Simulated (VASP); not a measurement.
Write the native input for VASP 6.6.1 that does the following.

```yaml
Task: single point
Functional: BLYP
Potentials_or_basis: VASP PAW PBE potentials, release 64 (Na_pv)
Cutoff: 520 eV
k_mesh: 5 × 5 × 5
Occupations: fermi-dirac, width 0.1 eV
Spin: no spin polarisation
Dipole_correction: no
Further_INCAR_settings: ALGO = Normal; EDIFF = 1e-06; NBANDS = 10
```

The structure of Na lies in POSCAR:

```
Na
1.0
    7.0233430000      0.0000000000      0.0000000000
    0.0000000000      7.0233430000      0.0000000000
    0.0000000000      0.0000000000      7.0233430000
Na
1
Direct
    0.0000000000      0.0000000000      0.0000000000
```

The input as run:

INCAR

```
AGGAC    = 1.0          
AGGAX    = 1.0          
ALDAC    = 0.0          
ALDAX    = 1.0          
ALGO     = Normal         # electronic algorithm
EDIFF    = 1E-6           # SCF threshold, eV
ENCUT    = 520            # plane-wave cutoff, eV
GGA      = B5             # functional
ISIF     = 2              # what is computed and relaxed
ISMEAR   = -1             # smearing method
LASPH    = True           # aspherical terms in the spheres
LCHARG   = True           # write CHGCAR
LELF     = True           # ELF
LREAL    = False          # projectors in reciprocal space
LVHAR    = True         
LWAVE    = False          # write WAVECAR
NBANDS   = 10             # bands
NELM     = 80             # most SCF steps
PREC     = Accurate       # precision mode
SIGMA    = 0.1            # smearing width, eV
```

KPOINTS

```
k-points
0
Gamma
  5 5 5
```

Potentials or basis: VASP PAW PBE potentials, release 64 (Na_pv).

Command:

```console
$ cat potpaw_PBE.64/Na_pv/POTCAR > POTCAR
$ mpirun -np 1 vasp_std > vasp.out
```

Results of the run:

```json
{
 "Pressure": "-0.1 GPa"
}
```

Caveat: the PAW data sets were made with another functional, which shifts forces and pressure a little.

It took 62 s on 1 thread of AMD EPYC 9R45 96-Core Processor (Zen 5), on a shared host, peak memory 0.34 GiB.
